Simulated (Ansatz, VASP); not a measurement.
Two plane-wave programs on Be

```
Be
1.0
     2.02011    0.00000    0.00000
     0.00000    2.02011    0.00000
     0.00000    0.00000    2.66800
Be
1
Cartesian
  0.0000 0.0000 1.3340
```

Alike in both runs: functional PBE; k mesh 28 × 28 × 20; occupations gaussian, width 0.1 eV; no spin polarisation.

Ansatz relaxed the structure, and its values are those at the end. VASP's run is a single point on that final structure, the one shown.

|  | VASP | Ansatz |
| --- | --- | --- |
| version | VASP 6.6.1 | Ansatz 0.2.0 |
| potentials or method | VASP PAW PBE potentials, release 64 (Be), cutoff 520 eV | scalar-relativistic, plane waves, PAW |
| valence electrons in the cell | 2 | 2 |

```csv
,VASP,Ansatz,Ansatz less VASP
gap on the k mesh at the Fermi level (eV),none,none,-
pressure (GPa),0.1,0.0,-0.08
```

A gap of «none» marks a metal or a gap that the smearing closes.
